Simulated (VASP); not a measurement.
# Pt (Pm-3n) in VASP: further runs

Runs on Pt. Level: PBEsol. Tasks: single point.

All numbers are computed with VASP 6.6.1; they aren't measurements. Logs are shortened: lines on timing, memory, paths and dates and some standing lists are left out, and cuts for length are marked.

## Step 1: The cell of the first run

The structure is cubic, space group Pm-3n (No. 223). The conventional cell has a = 4.996 Å, b = 4.996 Å, c = 4.996 Å, α = 90.00°, β = 90.00°, γ = 90.00°. Within 3.7 Å of Pt (site symmetry m-3) lie 12 Pt at 2.79 Å. Pt (site symmetry -4m2) has 14 Pt at 2.50 to 3.06 Å within 3.3 Å.

## Step 2: Single point, PBEsol

Contents of INCAR:

```
SYSTEM = Pt
PREC = Accurate ; ENCUT = 520
EDIFF = 1E-6 ; ISMEAR = 0
SIGMA = 0.1 ; LREAL = .FALSE.
LASPH = .TRUE. ; NELM = 80
ALGO = Fast ; ISIF = 2
LWAVE = .FALSE. ; LCHARG = .TRUE.
GGA = PS ; LELF = .TRUE.
LVHAR = .TRUE. ; NBANDS = 50
```

Contents of KPOINTS:

```
Automatic mesh
0
G
  4 4 4
  0 0 0
```

Contents of POSCAR:

```
Pt
1.0
    4.9955724399      0.0000000000      0.0000000000
    0.0000000000      4.9955724399      0.0000000000
    0.0000000000      0.0000000000      4.9955724399
Pt
8
Direct
    0.5000000000      0.5000000000      0.5000000000
    0.0000000000      0.0000000000      0.0000000000
    0.2500000000      0.0000000000      0.5000000000
    0.5000000000      0.2500000000      0.0000000000
    0.5000000000      0.7500000000      0.0000000000
    0.7500000000      0.0000000000      0.5000000000
    0.0000000000      0.5000000000      0.7500000000
    0.0000000000      0.5000000000      0.2500000000
```

Potentials or basis: VASP PAW PBE potentials, release 64 (Pt).

The run is started by

```
cat potpaw_PBE.64/Pt/POTCAR > POTCAR
mpirun -np 1 vasp_std > vasp.out
```

OUTCAR:

```text
SYSTEM = Pt
   PREC = Accurate
   ENCUT = 520
   EDIFF = 1E-6
   ISMEAR = 0
   LREAL = .FALSE.
   LASPH = .TRUE.
   NELM = 80
   ISIF = 2
   GGA = PS

 ion  position               nearest neighbor table
   1  0.500  0.500  0.500-   3 2.79   4 2.79   5 2.79   6 2.79   7 2.79   8 2.79   4 2.79   5 2.79
                             3 2.79   6 2.79   7 2.79   8 2.79
   2  0.000  0.000  0.000-   3 2.79   4 2.79   5 2.79   6 2.79   7 2.79   8 2.79   3 2.79   6 2.79
                             7 2.79   8 2.79   4 2.79   5 2.79
   3  0.250  0.000  0.500-   6 2.50   6 2.50   1 2.79   2 2.79   1 2.79   2 2.79   8 3.06   5 3.06
                             4 3.06   5 3.06   4 3.06   7 3.06   8 3.06   7 3.06
   4  0.500  0.250  0.000-   5 2.50   5 2.50   1 2.79   1 2.79   2 2.79   2 2.79   8 3.06   3 3.06
                             3 3.06   6 3.06   6 3.06   7 3.06   7 3.06   8 3.06
   5  0.500  0.750  0.000-   4 2.50   4 2.50   1 2.79   1 2.79   2 2.79   2 2.79   8 3.06   3 3.06
                             3 3.06   6 3.06   6 3.06   7 3.06   7 3.06   8 3.06
   6  0.750  0.000  0.500-   3 2.50   3 2.50   1 2.79   2 2.79   1 2.79   2 2.79   8 3.06   4 3.06
                             4 3.06   5 3.06   5 3.06   7 3.06   8 3.06   7 3.06
   7  0.000  0.500  0.750-   8 2.50   8 2.50   1 2.79   2 2.79   2 2.79   1 2.79   3 3.06   4 3.06
                             5 3.06   3 3.06   6 3.06   6 3.06   4 3.06   5 3.06
   8  0.000  0.500  0.250-   7 2.50   7 2.50   1 2.79   2 2.79   2 2.79   1 2.79   3 3.06   4 3.06
                             5 3.06   3 3.06   6 3.06   6 3.06   4 3.06   5 3.06

  LATTYP: Found a simple cubic cell.
 ALAT       =     4.9955724399

  Lattice vectors:

 A1 = (   4.9955724399,   0.0000000000,   0.0000000000)
 A2 = (   0.0000000000,   4.9955724399,   0.0000000000)
 A3 = (   0.0000000000,   0.0000000000,   4.9955724399)

Analysis of symmetry for initial positions (statically):
=====================================================================
 Subroutine PRICEL returns:
 Original cell was already a primitive cell.

 Routine SETGRP: Setting up the symmetry group for a
 simple cubic supercell.

 Subroutine GETGRP returns: Found 48 space group operations
 (whereof 24 operations were pure point group operations)
 out of a pool of 48 trial point group operations.

The static configuration has the point symmetry T_h .
 The point group associated with its full space group is O_h .

Analysis of symmetry for dynamics (positions and initial velocities):
=====================================================================
 Subroutine PRICEL returns:
 Original cell was already a primitive cell.

 Routine SETGRP: Setting up the symmetry group for a
 simple cubic supercell.

 Subroutine GETGRP returns: Found 48 space group operations
 (whereof 24 operations were pure point group operations)
 out of a pool of 48 trial point group operations.

The dynamic configuration has the point symmetry T_h .
 The point group associated with its full space group is O_h .

 Subroutine INISYM returns: Found 48 space group operations
 (whereof 24 operations are pure point group operations),
 and found     1 'primitive' translations

----------------------------------------------------------------------------------------

                                     Primitive cell

  volume of cell :     124.6682

  direct lattice vectors                    reciprocal lattice vectors
     4.995572440  0.000000000  0.000000000     0.200177259  0.000000000  0.000000000
     0.000000000  4.995572440  0.000000000     0.000000000  0.200177259  0.000000000
     0.000000000  0.000000000  4.995572440     0.000000000  0.000000000  0.200177259

  length of vectors
     4.995572440  4.995572440  4.995572440     0.200177259  0.200177259  0.200177259

  position of ions in fractional coordinates (direct lattice)
     0.500000000  0.500000000  0.500000000
     0.000000000  0.000000000  0.000000000
     0.250000000  0.000000000  0.500000000
     0.500000000  0.250000000  0.000000000
     0.500000000  0.750000000  0.000000000
     0.750000000  0.000000000  0.500000000
     0.000000000  0.500000000  0.750000000
     0.000000000  0.500000000  0.250000000

  ion indices of the primitive-cell ions
   primitive index   ion index
                 1           1
                 2           2
                 3           3
                 4           4
                 5           5
                 6           6
                 7           7
                 8           8

----------------------------------------------------------------------------------------

 KPOINTS: Automatic mesh

Automatic generation of k-mesh.
 Grid dimensions read from file:
 generate k-points for:    4    4    4

 Generating k-lattice:

  Cartesian coordinates                     Fractional coordinates (reciprocal lattice)
     0.050044315  0.000000000  0.000000000     0.250000000  0.000000000  0.000000000
     0.000000000  0.050044315  0.000000000     0.000000000  0.250000000  0.000000000
     0.000000000  0.000000000  0.050044315     0.000000000  0.000000000  0.250000000

  Length of vectors
     0.050044315  0.050044315  0.050044315

  Shift w.r.t. Gamma in fractional coordinates (k-lattice)
     0.000000000  0.000000000  0.000000000

 Subroutine IBZKPT returns following result:
 ===========================================

 Found     10 irreducible k-points:

 Following reciprocal coordinates:
            Coordinates               Weight
  0.000000  0.000000  0.000000      1.000000
  0.250000  0.000000  0.000000      6.000000
  0.500000  0.000000  0.000000      3.000000
  0.250000  0.250000  0.000000     12.000000
  0.500000  0.250000  0.000000     12.000000
  0.500000  0.500000  0.000000      3.000000
  0.250000  0.250000  0.250000      8.000000
  0.500000  0.250000  0.250000     12.000000
  0.500000  0.500000  0.250000      6.000000
  0.500000  0.500000  0.500000      1.000000
   k-points           NKPTS =     10   k-points in BZ     NKDIM =     10   number of bands    NBANDS=     50
   number of dos      NEDOS =    301   number of ions     NIONS =      8
   total plane-waves  NPLWV =  64000
   dimension x,y,z NGX =    40 NGY =   40 NGZ =   40
   dimension x,y,z NGXF=    80 NGYF=   80 NGZF=   80
   ions per type =               8
   NGX,Y,Z   is equivalent  to a cutoff of  13.31, 13.31, 13.31 a.u.
   NGXF,Y,Z  is equivalent  to a cutoff of  26.62, 26.62, 26.62 a.u.
 SYSTEM =  Pt
   PREC   = accura    normal or accurate (medium, high low for compatibility)
   ISTART =      0    job   : 0-new  1-cont  2-samecut
   ICHARG =      2    charge: 1-file 2-atom 10-const
   ISPIN  =      1    spin polarized calculation?
   LNONCOLLINEAR =      F non collinear calculations
   LSORBIT =      F    spin-orbit coupling
   LASPH  =      T    aspherical Exc in radial PAW
   ENCUT  =  520.0 eV  38.22 Ry    6.18 a.u.   9.29  9.29  9.29*2*pi/ulx,y,z
   NELM   =     80;   NELMIN=  2; NELMDL= -5     # of ELM steps
   EDIFF  = 0.1E-05   stopping-criterion for ELM
   LREAL  =      F    real-space projection
   EDIFFG = 0.1E-04   stopping-criterion for IOM
   NSW    =      0    number of steps for IOM
   IBRION =     -1    ionic relax: 0-MD 1-quasi-New 2-CG
   NFREE  =      0    steps in history (QN), initial steepest desc. (CG)
   ISIF   =      2    stress and relaxation
   ISYM   =      2    0-nonsym 1-usesym 2-fastsym
   POTIM  = 0.5000    time-step for ionic-motion
   TEBEG  =    0.0;   TEEND  =   0.0 temperature during run
   PSTRESS=    0.0 pullay stress
   NELECT =      80.0000    total number of electrons
   NUPDOWN=      -1.0000    fix difference up-down
   EMIN   =  10.00;   EMAX   =-10.00  energy-range for DOS
   EFERMI =   0.00;   METHOD = LEGACY
   ISMEAR =     0;   SIGMA  =   0.10  broadening in eV -4-tet -1-fermi 0-gaus
   EFERMI_NEDOS =   21; number of points for ismear=-14 and -15
   IALGO  =     68    algorithm
   IMIX   =      4    mixing-type and parameters
     AMIX     =   0.40;   BMIX     =  1.00
     AMIX_MAG =   1.60;   BMIX_MAG =  1.00
  volume/ion in A,a.u.               =      15.58       105.16
  Fermi-wavevector in a.u.,A,eV,Ry     =   1.412059  2.668405 27.128808  1.993911
  Thomas-Fermi vector in A             =   2.533847
   LORBIT       =      0    0 simple, 1 ext, 2 COOP (PROOUT), +10 PAW based schemes
   GGA     = PS    functional components
   LHFCALC =     F    Hartree Fock is set to
   AEXX    =    0.0000 exact exchange contribution
   IVDW    =     0    specifies the selected vdW correction
   LEPSILON=     F    determine dielectric tensor
   LRPA    =     F    only Hartree local field effects (RPA)
 non-spin polarized calculation
 RMM-DIIS sequential band-by-band and
 Gauss-broadening in eV      SIGMA  =   0.10
  energy-cutoff  :      520.00
  volume of cell :      124.67
 maximum number of plane-waves:      3407
 NGX is ok and might be reduce to    40
   NGX = 19   NGY = 19   NGZ = 19

 number of electron      80.0000030 magnetization

 Free energy of the ion-electron system (eV)
  ---------------------------------------------------
  ext. energy  EPLUGINS =         0.00000000
  ---------------------------------------------------
  free energy    TOTEN  =       -53.33470005 eV

  energy without entropy =      -53.26327624  energy(sigma->0) =      -53.29898814

 E-fermi :  10.4469     XC(G=0): -13.4113

 val. band max:       10.4400182235   @ k =   0.2500   0.2500   0.0000
 cond. band min:      10.4645377864   @ k =   0.2500   0.0000   0.0000
 fundamental gap:      0.0245195629
 Fermi energy:        10.4468869285

 k-point     1 :       0.0000    0.0000    0.0000
  band No.  band energies     occupation
      1       0.5278      2.00000
      2       3.2192      2.00000
      3       3.2192      2.00000
      4       4.3765      2.00000
      5       4.6463      2.00000
      6       4.7676      2.00000
[... 42 lines left out ...]
     49      18.0186      0.00000
     50      18.0210      0.00000

 k-point     2 :       0.2500    0.0000    0.0000
  band No.  band energies     occupation
      1       1.0253      2.00000
      2       3.0894      2.00000
      3       3.6329      2.00000
      4       3.8227      2.00000
      5       4.7365      2.00000
      6       4.7899      2.00000
[... 42 lines left out ...]
     49      17.0267      0.00000
     50      17.3758      0.00000

 k-point     3 :       0.5000    0.0000    0.0000
  band No.  band energies     occupation
      1       2.2542      2.00000
      2       2.2542      2.00000
      3       3.6194      2.00000
      4       3.6194      2.00000
      5       4.8019      2.00000
      6       4.8019      2.00000
[... 42 lines left out ...]
     49      16.1902      0.00000
     50      16.1902      0.00000

 k-point     4 :       0.2500    0.2500    0.0000
  band No.  band energies     occupation
      1       1.5094      2.00000
      2       3.2726      2.00000
      3       3.8193      2.00000
      4       3.8510      2.00000
      5       4.4183      2.00000
      6       4.6308      2.00000
[... 42 lines left out ...]
     49      16.7083      0.00000
     50      17.2683      0.00000

 k-point     5 :       0.5000    0.2500    0.0000
  band No.  band energies     occupation
      1       2.6131      2.00000
      2       2.7391      2.00000
      3       3.7059      2.00000
      4       3.9120      2.00000
      5       4.4251      2.00000
      6       4.5264      2.00000
[... 42 lines left out ...]
     49      16.6884      0.00000
     50      16.8574      0.00000

 k-point     6 :       0.5000    0.5000    0.0000
  band No.  band energies     occupation
      1       3.1868      2.00000
      2       3.6659      2.00000
      3       3.6659      2.00000
      4       3.9166      2.00000
      5       4.1614      2.00000
      6       4.2063      2.00000
[... 42 lines left out ...]
     49      16.3750      0.00000
     50      16.3750      0.00000

 k-point     7 :       0.2500    0.2500    0.2500
  band No.  band energies     occupation
      1       1.9822      2.00000
      2       3.7687      2.00000
      3       3.7687      2.00000
      4       3.9332      2.00000
      5       4.4151      2.00000
      6       4.4151      2.00000
[... 42 lines left out ...]
     49      17.1705      0.00000
     50      17.1751      0.00000

 k-point     8 :       0.5000    0.2500    0.2500
  band No.  band energies     occupation
      1       3.0970      2.00000
      2       3.0970      2.00000
      3       4.0314      2.00000
      4       4.0314      2.00000
      5       4.4566      2.00000
      6       4.4566      2.00000
[... 42 lines left out ...]
     49      17.9499      0.00000
     50      17.9506      0.00000

 k-point     9 :       0.5000    0.5000    0.2500
  band No.  band energies     occupation
      1       3.8046      2.00000
      2       3.9440      2.00000
      3       3.9440      2.00000
      4       3.9798      2.00000
      5       4.2502      2.00000
      6       4.4115      2.00000
[... 42 lines left out ...]
     49      18.6158      0.00000
     50      19.0392      0.00000

 k-point    10 :       0.5000    0.5000    0.5000
  band No.  band energies     occupation
      1       4.3565      2.00000
      2       4.3565      2.00000
      3       4.3565      2.00000
      4       4.3565      2.00000
      5       4.3565      2.00000
      6       4.3565      2.00000
[... 42 lines left out ...]
     49      21.4253      0.00000
     50      21.4305      0.00000

------------------------ aborting loop because EDIFF is reached ----------------------------------------

  FORCE on cell =-STRESS in cart. coord.  units (eV):
  Direction    XX          YY          ZZ          XY          YZ          ZX
  --------------------------------------------------------------------------------------
  -------------------------------------------------------------------------------------
  Total       -0.2614231     -0.2614231     -0.2614231      0.0000000      0.0000000     -0.0000000
  in kB       -3.3596868     -3.3596868     -3.3596868      0.0000000      0.0000000     -0.0000000
  external PRESSURE =      -3.3596868 kB  Pullay stress =       0.0000000 kB

 VOLUME and BASIS-vectors are now :
 -----------------------------------------------------------------------------
  energy-cutoff  :      520.00
  volume of cell :      124.67
      direct lattice vectors                 reciprocal lattice vectors
     4.995572440  0.000000000  0.000000000     0.200177259  0.000000000  0.000000000
     0.000000000  4.995572440  0.000000000     0.000000000  0.200177259  0.000000000
     0.000000000  0.000000000  4.995572440     0.000000000  0.000000000  0.200177259

 POSITION                                       TOTAL-FORCE (eV/Angst)
 -----------------------------------------------------------------------------------
      2.49779      2.49779      2.49779        -0.000000     -0.000000     -0.000000
      0.00000      0.00000      0.00000        -0.000000     -0.000000     -0.000000
      1.24889      0.00000      2.49779        -0.000000     -0.000000     -0.000000
      2.49779      1.24889      0.00000         0.000000      0.000000      0.000000
      2.49779      3.74668      0.00000        -0.000000     -0.000000     -0.000000
      3.74668      0.00000      2.49779         0.000000      0.000000      0.000000
      0.00000      2.49779      3.74668        -0.000000      0.000000     -0.000000
      0.00000      2.49779      1.24889         0.000000     -0.000000      0.000000
 -----------------------------------------------------------------------------------
    total drift:                               -0.000000     -0.000000      0.000000

  FREE ENERGIE OF THE ION-ELECTRON SYSTEM (eV)
  ---------------------------------------------------
  free  energy   TOTEN  =       -53.3347000465 eV

  energy  without entropy=      -53.2632762423  energy(sigma->0) =      -53.29898814
```

Wall time 38 s (1 thread of Intel Xeon 6975P-C (Granite Rapids), shared host); peak memory 0.24 GiB.

Results:

* Free energy: -53.3347 eV
* Pressure: -0.3 GPa
* Band gap on the k mesh: zero (bands 40 and 41 overlap by 0.43 eV)

Levels at points of the mesh, in eV from the Fermi level:
```
           k point  band 36  band 37  band 38  band 39  band 40  band 41  band 42  band 43  band 44  band 45
(0.00, 0.00, 0.00)    -0.17    -0.17    -0.17     0.22     0.22     0.22     2.40     2.40     2.40     3.29
(0.50, 0.00, 0.00)    -0.68    -0.58    -0.58     0.20     0.20     0.66     0.66     2.55     2.55     2.76
(0.50, 0.50, 0.00)    -0.53    -0.53    -0.43    -0.22    -0.22     0.12     0.15     0.15     0.86     2.21
(0.50, 0.50, 0.50)    -0.73    -0.44    -0.44    -0.44    -0.44     0.51     0.51     0.51     0.51     0.51
```

Caveat: the PAW data sets were made with another functional, which shifts forces and pressure a little; spin-orbit coupling is left out, which moves the levels of the heavy elements.

(Part 1 of 3 ends here.)
